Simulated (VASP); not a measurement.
# KF in VASP: notebook, part 2 of 2

VASP 6.6.1.

### 3 Single point, PBE (shear xy strain -2.5%)

The input, INCAR:

```
ALGO     = Normal         # electronic algorithm
EDIFF    = 1E-6           # SCF threshold, eV
ENCUT    = 520            # plane-wave cutoff, eV
GGA      = PE             # functional
ISIF     = 2              # what is computed and relaxed
ISMEAR   = -1             # smearing method
LASPH    = True           # aspherical terms in the spheres
LCHARG   = False          # write CHGCAR
LREAL    = False          # projectors in reciprocal space
LWAVE    = False          # write WAVECAR
NBANDS   = 15             # bands
NELM     = 80             # most SCF steps
PREC     = Accurate       # precision mode
SIGMA    = 0.02           # smearing width, eV
```

The input, KPOINTS:

```
k-points
0
Gamma
  8 8 8
```

The input, POSCAR:

```
KF
1.0
   -0.0332370071      2.6589605711      2.6589605711
    2.6589605711     -0.0332370071      2.6589605711
    2.6257235639      2.6257235639      0.0000000000
K F
1 1
Direct
    0.0000000000      0.0000000000      0.0000000000
    0.5000000000      0.5000000000      0.5000000000
```

Potentials or basis: VASP PAW PBE potentials, release 64 (K_sv, F).

Run with:

```
$ cat potpaw_PBE.64/K_sv/POTCAR potpaw_PBE.64/F/POTCAR > POTCAR
$ mpirun -np 1 vasp_std > vasp.out
```

OUTCAR:

```text
EDIFF = 1E-6
   ENCUT = 520
   GGA = PE
   ISIF = 2
   ISMEAR = -1
   LASPH = True
   LREAL = False
   NELM = 80
   PREC = Accurate

 ion  position               nearest neighbor table
   1  0.000  0.000  0.000-   2 2.66   2 2.66   2 2.66   2 2.66   2 2.66   2 2.66
   2  0.500  0.500  0.500-   1 2.66   1 2.66   1 2.66   1 2.66   1 2.66   1 2.66

  LATTYP: Found a body centered orthorhombic cell.
 ALAT       =     3.7133338751
 B/A-ratio  =     1.0253164557
 C/A-ratio  =     1.4321149999

  Lattice vectors:

 A1 = (   0.0332370071,  -2.6589605711,  -2.6589605711)
 A2 = (  -0.0332370072,   2.6589605710,  -2.6589605711)
 A3 = (   2.6589605711,  -0.0332370071,   2.6589605711)

Analysis of symmetry for initial positions (statically):
=====================================================================
 Subroutine PRICEL returns:
 Original cell was already a primitive cell.

 Routine SETGRP: Setting up the symmetry group for a
 body centered orthorhombic supercell.

 Subroutine GETGRP returns: Found  8 space group operations
 (whereof  8 operations were pure point group operations)
 out of a pool of  8 trial point group operations.

[... 175 lines left out ...]
      6      -2.7750      2.00000
      7      -2.7640      2.00000
      8      -2.7507      2.00000
      9       3.4776      0.00000
     10       7.8296      0.00000
     11       7.9507      0.00000
     12       8.0824      0.00000
     13       9.6495      0.00000
     14       9.6503      0.00000
[... 401 lines left out ...]
      2     -21.4666      2.00000
      3     -12.2161      2.00000
      4     -12.1611      2.00000
      5     -12.1395      2.00000
      6      -3.2060      2.00000
      7      -2.8704      2.00000
      8      -2.8411      2.00000
      9       4.8412      0.00000
     10       7.0129      0.00000
     11       8.7848      0.00000
     12       8.8944      0.00000
     13      10.1053      0.00000
     14      10.1579      0.00000
     15      16.2929      0.00000

 [... further k-points ...]

------------------------ aborting loop because EDIFF is reached ----------------------------------------

  FORCE on cell =-STRESS in cart. coord.  units (eV):
  Direction    XX          YY          ZZ          XY          YZ          ZX
  --------------------------------------------------------------------------------------
  -------------------------------------------------------------------------------------
  Total        0.4615517      0.4615517      0.4589880      0.0752764      0.0000000      0.0000000
  in kB       19.6713013     19.6713013     19.5620395      3.2082744      0.0000000      0.0000000
  external PRESSURE =      19.6348807 kB  Pullay stress =       0.0000000 kB

 VOLUME and BASIS-vectors are now :
 -----------------------------------------------------------------------------
  energy-cutoff  :      520.00
  volume of cell :       37.59
      direct lattice vectors                 reciprocal lattice vectors
    -0.033237007  2.658960571  2.658960571    -0.185721882  0.185721882  0.188043405
     2.658960571 -0.033237007  2.658960571     0.185721882 -0.185721882  0.188043405
     2.625723564  2.625723564  0.000000000     0.190423701  0.190423701 -0.188043405

 POSITION                                       TOTAL-FORCE (eV/Angst)
 -----------------------------------------------------------------------------------
      0.00000      0.00000      0.00000        -0.000000     -0.000000      0.000000
      2.62572      2.62572      2.65896         0.000000      0.000000     -0.000000
 -----------------------------------------------------------------------------------
    total drift:                                0.000000      0.000000      0.000000

  FREE ENERGIE OF THE ION-ELECTRON SYSTEM (eV)
  ---------------------------------------------------
  free  energy   TOTEN  =        -8.2825988685 eV

  energy  without entropy=       -8.2825988685  energy(sigma->0) =       -8.28259887
```

stdout:

```text
POSCAR found type information on POSCAR K F
 POSCAR found :  2 types and       2 ions
 scaLAPACK will be used
 LDA part: xc-table for (Slater+PW92), standard interpolation
 POSCAR, INCAR and KPOINTS ok, starting setup
 FFT: planning ... GRIDC
 FFT: planning ... GRID_SOFT
 FFT: planning ... GRID
 WAVECAR not read
 entering main loop
```

Wall time 36 s (1 thread of Intel Xeon 6975P-C, shared host); peak memory 0.19 GiB.

Results:

```
Free energy            : -8.2826 eV
Pressure               : 2.0 GPa
Band gap on the k mesh : 6.23 eV, direct
```

Stress tensor (GPa, compression positive):
```
1.97 0.32 0.00
0.32 1.97 0.00
0.00 0.00 1.96
```

Caveat: the cell differs from its parent crystal (shear xy strain -2.5%).

### 4 Single point, r2SCAN (epitaxial 111 strain -2.0%)

The input, POSCAR:

```
KF
1.0
    0.0719151009      2.6776964606      2.6776964606
    2.6776964606      0.0719151009      2.6776964606
    2.6776964606      2.6776964606      0.0719151009
K F
1 1
Direct
    0.0000000000      0.0000000000      0.0000000000
    0.5000000000      0.5000000000      0.5000000000
```

The input, INCAR.step1:

```
SYSTEM = KF
PREC = Accurate
ENCUT = 520
ISMEAR = 0
SIGMA = 0.01
LREAL = .False.
LASPH = .True.
NELM = 60
NBANDS = 15
GGA = PE
ALGO = Normal
EDIFF = 1E-4
LWAVE = .True.
LCHARG = .False.
```

The input, INCAR.step2:

```
SYSTEM = KF
PREC = Accurate
ENCUT = 520
EDIFF = 1E-6
ISMEAR = 0
SIGMA = 0.01
LREAL = .False.
LASPH = .True.
NELM = 60
ALGO = Normal
ISIF = 2
LWAVE = .False.
LCHARG = .False.
METAGGA = R2SCAN
LMIXTAU = .True.
NBANDS = 15
ISTART = 1
```

The input, KPOINTS:

```
regular mesh
0
Gamma
  8 8 8
  0 0 0
```

Run with:

```
$ cat potpaw_PBE.64/K_sv/POTCAR potpaw_PBE.64/F/POTCAR > POTCAR
$ cp INCAR.step1 INCAR
$ mpirun -np 1 vasp_std > vasp.out
$ cp INCAR.step2 INCAR
$ mpirun -np 1 vasp_std > vasp.out
```

It took 1.9 min on 1 thread of Intel Xeon 6975P-C, shared host; peak memory 0.19 GiB.

It converged, with:

* Free energy: -14.9671 eV
* Pressure: 0.7 GPa
* Band gap on the k mesh: 7.00 eV, direct

Stress tensor (GPa, compression positive):
```
 0.70 -0.35 -0.35
-0.35  0.70 -0.35
-0.35 -0.35  0.70
```

Levels at points of the mesh, in eV from the valence-band top:
```
           k point  band 5  band 6  band 7  band 8  band 9  band 10  band 11  band 12
(0.00, 0.00, 0.00)   -9.51   -0.04    0.00    0.00    7.00    11.25    11.66    11.66
(0.50, 0.00, 0.00)   -9.54   -0.82   -0.43   -0.36    9.83    11.54    12.89    13.29
(0.50, 0.50, 0.00)   -9.73   -0.20   -0.07   -0.05    8.77    11.39    12.70    14.76
(0.50, 0.50, 0.50)   -9.53   -0.81   -0.33   -0.33    9.70    11.38    13.00    13.00
```

Caveat: the cell differs from its parent crystal (epitaxial 111 strain -2.0%); the PAW data sets were made with another functional, which shifts forces and pressure a little.

### 5 Single point, r2SCAN (shear xy strain -2.5%)

The input, POSCAR:

```
KF
1.0
   -0.0332370071      2.6589605711      2.6589605711
    2.6589605711     -0.0332370071      2.6589605711
    2.6257235639      2.6257235639      0.0000000000
K F
1 1
Direct
    0.0000000000      0.0000000000      0.0000000000
    0.5000000000      0.5000000000      0.5000000000
```

The input, INCAR.step1:

```
SYSTEM = KF
ALGO = Normal
EDIFF = 1E-4
ENCUT = 520
GGA = PE
ISMEAR = 0
LASPH = .True.
LCHARG = .False.
LREAL = .False.
LWAVE = .True.
NBANDS = 15
NELM = 100
PREC = Accurate
SIGMA = 0.01
```

The input, INCAR.step2:

```
SYSTEM = KF
ALGO = Normal
EDIFF = 1E-7
ENCUT = 520
ISIF = 2
ISMEAR = 0
ISTART = 1
LASPH = .True.
LCHARG = .True.
LELF = .True.
LMIXTAU = .True.
LREAL = .False.
LVHAR = .True.
LWAVE = .False.
METAGGA = R2SCAN
NBANDS = 15
NELM = 100
PREC = Accurate
SIGMA = 0.01
```

The input, KPOINTS:

```
k-points
0
Gamma
  8 8 8
  0 0 0
```

Run with:

```
$ cat potpaw_PBE.64/K_sv/POTCAR potpaw_PBE.64/F/POTCAR > POTCAR
$ cp INCAR.step1 INCAR
$ mpirun -np 1 vasp_std > vasp.out
$ cp INCAR.step2 INCAR
$ mpirun -np 1 vasp_std > vasp.out
```

Wall time 2.7 min (1 thread of Intel Xeon 6975P-C, shared host); peak memory 0.2 GiB.

It converged, with:

| Quantity | Value |
| --- | --- |
| Free energy | -14.9720 eV |
| Pressure | 0.0 GPa |
| Band gap on the k mesh | 6.89 eV, direct |

Stress tensor (GPa, compression positive):
```
-0.03  0.31  0.00
 0.31 -0.03  0.00
 0.00  0.00 -0.04
```

Levels at points of the mesh, in eV from the valence-band top:
| k point | band 5 | band 6 | band 7 | band 8 | band 9 | band 10 | band 11 | band 12 |
| --- | --- | --- | --- | --- | --- | --- | --- | --- |
| (0.00, 0.00, 0.00) | -9.57 | -0.02 | -0.01 | 0.00 | 6.89 | 11.35 | 11.48 | 11.61 |
| (0.50, 0.00, 0.00) | -9.60 | -0.79 | -0.36 | -0.33 | 9.70 | 11.31 | 12.87 | 13.06 |
| (0.50, 0.50, 0.00) | -9.78 | -0.21 | -0.08 | -0.05 | 8.76 | 11.29 | 12.53 | 14.70 |
| (0.00, 0.00, 0.50) | -9.61 | -0.79 | -0.39 | -0.36 | 9.75 | 11.38 | 12.90 | 13.09 |
| (0.50, 0.00, 0.50) | -9.79 | -0.21 | -0.06 | -0.06 | 8.76 | 11.29 | 12.54 | 14.68 |

Caveat: the cell differs from its parent crystal (shear xy strain -2.5%); the PAW data sets were made with another functional, which shifts forces and pressure a little. A k mesh can miss the band edges.

### 6 The runs side by side

| level | cell | smearing | gap on the mesh (eV) | pressure (GPa) |
| --- | --- | --- | --- | --- |
| r2SCAN | a = 3.751, b = 3.751, c = 3.760 Å, angles 59.9, 59.9, 60.2°, 2 atoms | gaussian 0.01 eV | 6.93 | 0.2 |
| PBE | a = 3.760, b = 3.760, c = 3.713 Å, angles 60.4, 60.4, 60.8°, 2 atoms | fermi-dirac 0.02 eV | 6.23 | 2.0 |
| r2SCAN | a = 3.788 Å, angles 58.2°, 2 atoms | gaussian 0.01 eV | 7.00 | 0.7 |
| r2SCAN | a = 3.760, b = 3.760, c = 3.713 Å, angles 60.4, 60.4, 60.8°, 2 atoms | gaussian 0.01 eV | 6.89 | 0.0 |

Alike in all rows: task single point; potentials or basis VASP PAW PBE potentials, release 64 (K_sv, F); no spin polarisation; k mesh 8 × 8 × 8; cutoff (eV) 520.

Caveats: the PAW data sets were made with another functional, which shifts forces and pressure a little (some runs).

Absolute energies hang on the potentials; compare differences alone.
